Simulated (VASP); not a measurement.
A run of VASP 6.6.1 is set up as follows.

The input INCAR:

```
PREC = Accurate ; ENCUT = 520
EDIFF = 1E-7 ; ISMEAR = 0
SIGMA = 0.1 ; LREAL = F
LASPH = T ; NELM = 80
ALGO = Normal ; ISIF = 2
LWAVE = F ; LCHARG = F
GGA = PE ; NBANDS = 27
```

The input KPOINTS:

```
regular mesh
0
Gamma
  4 4 4
```

Contents of POSCAR:

```
SnSe4
1.0
    5.3603027000      0.0000000000      0.0000000000
    0.0000000000      5.3603027000      0.0000000000
    0.0000000000      0.0000000000      5.3603027000
Sn Se
1 4
Direct
    0.0000000000      0.0000000000      0.0000000000
    0.2500000000      0.2500000000      0.2500000000
    0.7500000000      0.7500000000      0.2500000000
    0.2500000000      0.7500000000      0.7500000000
    0.7500000000      0.2500000000      0.7500000000
```

Potentials or basis: VASP PAW PBE potentials, release 64 (Sn_d, Se).

The run is started by

```console
$ cat potpaw_PBE.64/Sn_d/POTCAR potpaw_PBE.64/Se/POTCAR > POTCAR
$ mpirun -np 1 vasp_std > vasp.out
```

Task: Estimate the pressure.

Result: 8.4 GPa.

Task: Predict the band gap on the k mesh.

Result: Zero (bands 19 and 20 overlap by 0.59 eV).

Caveat: the cell stands under pressure; semilocal functionals underestimate gaps, so a narrow gap can read as zero; spin-orbit coupling is left out, which moves the levels of the heavy elements.
